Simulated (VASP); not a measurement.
Input of a VASP 6.6.1 run:

The input INCAR:

```
ALGO = Normal
EDIFF = 1E-7
ENCUT = 520
GGA = PE
ISIF = 2
ISMEAR = 0
LASPH = T
LCHARG = T
LELF = T
LREAL = F
LVHAR = T
LWAVE = F
NBANDS = 16
NELM = 60
PREC = Accurate
SIGMA = 0.05
```

Contents of KPOINTS:

```
k-points
0
Gamma
  12 12 6
```

Contents of POSCAR:

```
BN
1.0
    2.1708486614      0.0000000000      0.0000000000
   -1.0854243307      1.8800100886      0.0000000000
    0.0000000000      0.0000000000      4.2268550000
B N
2 2
Direct
    0.6666666667      0.3333333333      0.9997240000
    0.3333333333      0.6666666667      0.4997240000
    0.6666666667      0.3333333333      0.6252760000
    0.3333333333      0.6666666667      0.1252760000
```

Potentials or basis: VASP PAW PBE potentials, release 64 (B, N).

Run with:

```bash
$ cat potpaw_PBE.64/B/POTCAR potpaw_PBE.64/N/POTCAR > POTCAR
$ mpirun -np 1 vasp_std > vasp.out
```

Task: What does it give for the band gap on the k mesh?

Result: 3.37 eV, indirect (least direct gap 3.77 eV).

Task: Predict the pressure.

Result: 239.4 GPa.

Forces on the atoms (eV/Å):
```
B    0.000  0.000 -2.610
B    0.000  0.000 -2.610
N    0.000  0.000  2.610
N    0.000  0.000  2.610
```

Caveat: the cell differs from its parent crystal (strain -0.1500 x Voigt [1, 1, 0, 0, 0, 0]); forces of over 1 eV/Å act on the atoms, so gaps and moduli don't describe the material at rest. A k mesh can miss the band edges.
